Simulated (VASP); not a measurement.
# Si62P (a cell with a defect) in VASP: single point with PBE+D3(BJ)

Aim: the single point of Si62P (a cell with a defect) with PBE+D3(BJ).

Program: VASP 6.6.1. These are calculated values, not measurements. Logs are shortened: lines on timing, memory, paths and dates and some standing lists are left out, and cuts for length are marked.

### Step 1. The cell of the first run

The cell holds a defect, 63 atoms: a = 10.860 Å, b = 10.860 Å, c = 10.860 Å, α = 90.00°, β = 90.00°, γ = 90.00°.

### Step 2. Single point, PBE+D3(BJ), collinear spin

INCAR reads:

```
SYSTEM = Si62P
ALGO = Normal
EDIFF = 1E-6
ENCUT = 520
GGA = PE
ISIF = 2
ISMEAR = 0
ISPIN = 2
IVDW = 12
LASPH = .TRUE.
LCHARG = .FALSE.
LORBIT = 11
LREAL = Auto
LWAVE = .FALSE.
MAGMOM = 0 0 0 0 0 0 0 0 0 0 0 0 0 0 0 0 0 0 0 0 0 0 0 0 0 0 0 0 0 0 0 0 0 0 0 0 0 0 0 0 0 0 0 0 0 0.16 0 0 0 0 0 0 0 0 0 0 0 0 0 0 0 0 0
NBANDS = 168
NELM = 150
PREC = Accurate
SIGMA = 0.05
```

KPOINTS reads:

```
k-points
0
G
  1 1 1
  0 0 0
```

POSCAR reads:

```
Si62P
1.0
   10.8600000000      0.0000000000      0.0000000000
    0.0000000000     10.8600000000      0.0000000000
    0.0000000000      0.0000000000     10.8600000000
Si P
62 1
Direct
    0.5002878453     -0.0001458564     -0.0008167587
    0.6212810313      0.1277977901      0.1252313996
    0.7473634438      0.2512611418      0.0007822284
    0.8750862799      0.3752890424      0.1242455801
    0.7480806630      0.0009360037      0.2518439227
    0.8767169429      0.1262887661      0.3728964088
    0.0039024862      0.0037039595      0.0024808471
    0.1336360958      0.1337977901      0.1220602210
    0.2608489871      0.2584754144     -0.0005126151
    0.6197564457      0.6200244015      0.1163795580
    0.7509697053      0.7509181400      0.0001908840
    0.8771275322      0.8778169429      0.1262840700
    0.2511836096      0.0025173112      0.2483467772
    0.3755219153      0.1260121547      0.3754690608
    0.4933968692      0.2528574586      0.2490829650
    0.6223535912      0.3774628913      0.3715461326
    0.7477161142      0.5008446593      0.2459008287
    0.8739637201      0.6251166667      0.3736530387
    0.4998879374     -0.0016007366      0.5013647330
    0.6278347145      0.1257138122      0.6220537753
    0.7508712707      0.2516073665      0.4969427256
    0.8703536832      0.3770308471      0.6297371087
    0.7506514733      0.0000810313      0.7494385820
    0.8749411602      0.1254042357      0.8761773481
    0.0005998158      0.4994248619     -0.0004476980
    0.1285617864      0.6202819521      0.1257349908
    0.2531938306      0.7458076427      0.0014764273
    0.3753587477      0.8754998158      0.1245714549
    0.0019422652      0.2513987109      0.2482180479
    0.1216615101      0.3756501842      0.3791444751
    0.2493152855      0.4931563536      0.2541915285
    0.3762461326      0.6225976980      0.3726923573
    0.4998273481      0.7470778085      0.2461150092
    0.6237069061      0.8731129834      0.3744004604
   -0.0000776243     -0.0000426335      0.4992937385
    0.1245981584      0.1244871087      0.6255619705
    0.2490365562      0.2495218232      0.5008349908
    0.3748429098      0.3748939227      0.6238526703
    0.5005162983      0.5004912523      0.5006289134
    0.6253001842      0.6249689687      0.6265900552
    0.7497285451      0.7493768877      0.5004856354
    0.8755597606      0.8751898711      0.6244153775
    0.2471982505     -0.0025112339      0.7513412523
    0.3765023020      0.1248441068      0.8730930018
    0.5000473297      0.2490245856      0.7474848987
    0.6147723757      0.3762313996      0.8812880295
    0.7432330571      0.4992396869      0.7571495396
    0.8745347145      0.6247493554      0.8755603131
    0.0020220994      0.7487876611      0.2504023020
    0.1262541436      0.8769902394      0.3729579190
   -0.0043534991      0.5013121547      0.5043106814
    0.1260258748      0.6275643646      0.6237252302
    0.2509594843      0.7508891344      0.4973889503
    0.3756780847      0.8730556169      0.6276694291
   -0.0008367403      0.2491765193      0.7506706262
    0.1273381215      0.3766636280      0.8744599448
    0.2511836096      0.5007279006      0.7489266114
    0.3800164825      0.6164715470      0.8802920810
    0.5004068140      0.7463865562      0.7542023020
    0.6261046961      0.8752813076      0.8747474217
   -0.0006593002      0.7494802947      0.7503232965
    0.1249426335      0.8725391344      0.8778900552
    0.4818546961      0.4813682320      0.0124825046
```

Potentials or basis: VASP PAW PBE potentials, release 64 (Si, P).

Run with:

```
cat potpaw_PBE.64/Si/POTCAR potpaw_PBE.64/P/POTCAR > POTCAR
mpirun -np 1 vasp_gam > vasp.out
```

OUTCAR:

```text
SYSTEM = Si62P
   EDIFF = 1E-6
   ENCUT = 520
   GGA = PE
   ISIF = 2
   ISMEAR = 0
   ISPIN = 2
   IVDW = 12
   LASPH = .TRUE.
   LORBIT = 11
   LREAL = Auto
   NELM = 150
   PREC = Accurate
 IVDW          = 12

 ion  position               nearest neighbor table
   1  0.500  1.000  0.999-  28 2.35  60 2.35  44 2.35   2 2.35
   2  0.621  0.128  0.125-   3 2.35   1 2.35  15 2.36   5 2.38
   3  0.747  0.251  0.001-   2 2.35   4 2.35  46 2.37  24 2.37
   4  0.875  0.375  0.124-  25 2.35  17 2.35  29 2.35   3 2.35
   5  0.748  0.001  0.252-  34 2.35   6 2.35  12 2.37   2 2.38
   6  0.877  0.126  0.373-  29 2.35   5 2.35  21 2.35  35 2.36
   7  0.004  0.004  0.002-  12 2.36  62 2.36  24 2.36   8 2.38
   8  0.134  0.134  0.122-   9 2.35  13 2.35  29 2.36   7 2.38
   9  0.261  0.258  0.999-   8 2.35  44 2.36  56 2.37
  10  0.620  0.620  0.116-  17 2.36  33 2.36  11 2.38  63 2.40
  11  0.751  0.751  0.000-  48 2.35  60 2.35  10 2.38  12 2.38
  12  0.877  0.878  0.126-   7 2.36   5 2.37  49 2.37  11 2.38
  13  0.251  0.003  0.248-  14 2.35  28 2.35  50 2.35   8 2.35
  14  0.376  0.126  0.375-  15 2.33  13 2.35  37 2.35  19 2.37
  15  0.493  0.253  0.249-  14 2.33  16 2.36   2 2.36
  16  0.622  0.377  0.372-  39 2.35  17 2.35  15 2.36  21 2.38
  17  0.748  0.501  0.246-  16 2.35   4 2.35  10 2.36  18 2.37
[... 43 lines left out ...]
  61  0.999  0.749  0.750-  48 2.35  52 2.35  42 2.35  62 2.36
  62  0.125  0.873  0.878-  43 2.34  61 2.36   7 2.36  27 2.37
  63  0.482  0.481  0.012-  46 2.33  58 2.33  10 2.40

  LATTYP: Found a simple cubic cell.
 ALAT       =    10.8600000000

  Lattice vectors:

 A1 = (  10.8600000000,   0.0000000000,   0.0000000000)
 A2 = (   0.0000000000,  10.8600000000,   0.0000000000)
 A3 = (   0.0000000000,   0.0000000000,  10.8600000000)

Analysis of symmetry for initial positions (statically):
=====================================================================
 Subroutine PRICEL returns:
 Original cell was already a primitive cell.

 Routine SETGRP: Setting up the symmetry group for a
 simple cubic supercell.

 Subroutine GETGRP returns: Found  1 space group operations
 (whereof  1 operations were pure point group operations)
 out of a pool of 48 trial point group operations.

The static configuration has the point symmetry C_1 .

Analysis of symmetry for dynamics (positions and initial velocities):
=====================================================================
 Subroutine PRICEL returns:
 Original cell was already a primitive cell.

 Routine SETGRP: Setting up the symmetry group for a
 simple cubic supercell.

 Subroutine GETGRP returns: Found  1 space group operations
 (whereof  1 operations were pure point group operations)
[... 259 lines left out ...]
  free energy    TOTEN  =      -332.67372438 eV

  energy without entropy =     -332.65532186  energy(sigma->0) =     -332.66452312

 E-fermi :   6.2299     XC(G=0):  -9.3354

 val. band max:        6.1969724346   @ k =   0.0000   0.0000   0.0000
 cond. band min:       6.2629991054   @ k =   0.0000   0.0000   0.0000
 fundamental gap:      0.0660266708
 Fermi energy:         6.2298905898

 spin component 1

 k-point     1 :       0.0000    0.0000    0.0000
  band No.  band energies     occupation
      1      -6.3002      1.00000
      2      -5.6836      1.00000
      3      -5.1550      1.00000
      4      -5.1510      1.00000
      5      -5.1434      1.00000
      6      -5.1351      1.00000
[... 130 lines left out ...]
    137       6.8566      0.00000
    138       6.9231      0.00000
 Fermi energy:         6.2298905898

 spin component 2

 k-point     1 :       0.0000    0.0000    0.0000
  band No.  band energies     occupation
      1      -6.2891      1.00000
      2      -5.6745      1.00000
      3      -5.1441      1.00000
      4      -5.1408      1.00000
      5      -5.1335      1.00000
      6      -5.1195      1.00000
[... 130 lines left out ...]
    137       6.8674      0.00000
    138       6.9396      0.00000
 [bands above 138 left out]

------------------------ aborting loop because EDIFF is reached ----------------------------------------

 Edisp (eV)  -19.86923

 E6    (eV) :   -11.6445

 E8    (eV) :    -8.2247

  FORCE on cell =-STRESS in cart. coord.  units (eV):
  Direction    XX          YY          ZZ          XY          YZ          ZX
  --------------------------------------------------------------------------------------
  -------------------------------------------------------------------------------------
  Total      -7.10710    -6.34477    -3.43825     3.36895    -3.14412    -5.24029
  in kB      -8.89024    -7.93665    -4.30090     4.21421    -3.93296    -6.55506
  external pressure =       -7.04 kB  Pullay stress =        0.00 kB

 VOLUME and BASIS-vectors are now :
 -----------------------------------------------------------------------------
  energy-cutoff  :      520.00
  volume of cell :     1280.82
      direct lattice vectors                 reciprocal lattice vectors
    10.860000000  0.000000000  0.000000000     0.092081031  0.000000000  0.000000000
     0.000000000 10.860000000  0.000000000     0.000000000  0.092081031  0.000000000
     0.000000000  0.000000000 10.860000000     0.000000000  0.000000000  0.092081031

 POSITION                                       TOTAL-FORCE (eV/Angst)
 -----------------------------------------------------------------------------------
      5.43313     10.85842     10.85113         0.024245      0.007818      0.003493
      6.74711      1.38788      1.36001        -0.074306      0.025899      0.004925
      8.11637      2.72870      0.00850        -0.000711      0.028629      0.009043
      9.50344      4.07564      1.34931        -0.007505     -0.013360      0.013716
      8.12416      0.01017      2.73503         0.002089      0.002169      0.012228
      9.52115      1.37150      4.04965        -0.036997     -0.011214     -0.000404
[... 55 lines left out ...]
      1.35688      9.47577      9.53389        -0.011055      0.000796     -0.016474
      5.23294      5.22766      0.13556         0.534219      0.586603     -0.041763
 -----------------------------------------------------------------------------------
    total drift:                                0.003889     -0.017544     -0.007080

  FREE ENERGIE OF THE ION-ELECTRON SYSTEM (eV)
  ---------------------------------------------------
  free  energy   TOTEN  =      -352.5429501941 eV

  energy  without entropy=     -352.5245476725  energy(sigma->0) =     -352.53374893

 total charge

# of ion       s       p       d       tot
------------------------------------------
    1        0.739   0.961   0.000   1.700
    2        0.742   0.942   0.000   1.683
    3        0.739   0.956   0.000   1.695
    4        0.737   0.962   0.000   1.699
    5        0.745   0.940   0.000   1.685
    6        0.738   0.959   0.000   1.697
[... 55 lines left out ...]
   62        0.738   0.952   0.000   1.690
   63        1.085   1.395   0.000   2.481
--------------------------------------------------
tot         47.091  60.083   0.000 107.173

 magnetization (x)

# of ion       s       p       d       tot
------------------------------------------
    1       -0.000  -0.000   0.000  -0.000
    2        0.000   0.006   0.000   0.006
    3        0.001  -0.000   0.000   0.001
    4       -0.000  -0.001   0.000  -0.001
    5        0.000   0.001   0.000   0.002
    6        0.000   0.001   0.000   0.001
[... 55 lines left out ...]
   62       -0.000  -0.000   0.000  -0.000
   63        0.001   0.003   0.000   0.003
--------------------------------------------------
tot          0.076   0.279   0.000   0.354
```

It took 34 min on 1 thread of Intel Xeon 8259CL, shared host; peak memory 1.5 GiB.

Results:

| Item | Value |
| --- | --- |
| Free energy | -352.5430 eV |
| Pressure | -0.7 GPa |
| Largest force | 0.795 eV/Å |
| Net moment | 1.00 μB per cell |
| Site moments | Si -0.00, +0.01, +0.00, +0.10 (each value once); P +0.00 μB |
| Valence electrons inside the program's atomic spheres | Si 1.70, 1.68, 1.69, 1.64, 1.65, 1.66 (each value once); P 2.48 |
| Dispersion energy per atom | -0.315 eV |

Forces on the atoms (eV/Å):
```
Si   0.024  0.008  0.003
Si  -0.074  0.026  0.005
Si  -0.001  0.029  0.009
Si  -0.008 -0.013  0.014
Si   0.002  0.002  0.012
Si  -0.037 -0.011  0.000
Si  -0.055 -0.075  0.031
Si  -0.148 -0.126  0.008
Si  -0.103 -0.164  0.123
Si  -0.115 -0.109 -0.086
Si  -0.037 -0.052 -0.010
Si  -0.083 -0.075 -0.029
Si  -0.024 -0.023  0.012
Si  -0.038 -0.039  0.014
Si  -0.014 -0.011  0.023
Si  -0.065 -0.028 -0.044
Si  -0.009 -0.018 -0.007
Si  -0.019 -0.010 -0.018
Si   0.027 -0.010  0.012
Si  -0.047  0.011  0.043
Si  -0.016 -0.016  0.017
Si   0.006 -0.030 -0.045
Si   0.015  0.013  0.014
Si  -0.032  0.005  0.004
Si   0.027  0.001  0.014
Si  -0.017 -0.018  0.005
Si  -0.013  0.009  0.001
Si  -0.010 -0.015  0.006
Si  -0.008 -0.010  0.018
Si  -0.008 -0.017 -0.025
Si   0.064 -0.033  0.019
Si  -0.084  0.010  0.000
Si   0.010 -0.021 -0.017
Si  -0.005 -0.009 -0.030
Si   0.022  0.002  0.009
Si  -0.025 -0.016  0.023
Si  -0.023 -0.010  0.016
Si  -0.011 -0.010  0.002
Si   0.030  0.006 -0.002
Si  -0.009 -0.001 -0.020
Si   0.015  0.007 -0.005
Si  -0.021 -0.005  0.000
Si   0.089  0.024  0.027
Si  -0.099  0.021  0.026
Si   0.000  0.059  0.063
Si   0.104  0.124 -0.057
Si   0.107  0.007 -0.084
Si   0.016  0.005 -0.022
Si   0.023 -0.004  0.003
Si  -0.025 -0.026  0.011
Si   0.051 -0.044 -0.028
Si  -0.016 -0.032  0.015
Si   0.048 -0.013  0.012
Si  -0.084 -0.007 -0.015
Si   0.046  0.041  0.029
Si   0.015 -0.045  0.042
Si   0.014 -0.019  0.026
Si   0.041  0.099 -0.061
Si   0.037  0.051 -0.043
Si  -0.011  0.002 -0.010
Si   0.041  0.015  0.005
Si  -0.011  0.001 -0.016
P    0.534  0.587 -0.042
```

Levels at points of the mesh, in eV from the Fermi level:
Spin up:
```csv
k point,band 124,band 125,band 126,band 127,band 128,band 129,band 130,band 131
"(0.00, 0.00, 0.00)",-0.83,-0.82,-0.41,-0.03,0.03,0.17,0.21,0.21
```
Spin down:
```
           k point  band 122  band 123  band 124  band 125  band 126  band 127  band 128  band 129  band 130  band 131
(0.00, 0.00, 0.00)     -1.67     -1.05     -0.79     -0.77     -0.38      0.11      0.17      0.19      0.22      0.22
```

Caveat: the k points lie up to 0.58 Å⁻¹ apart.
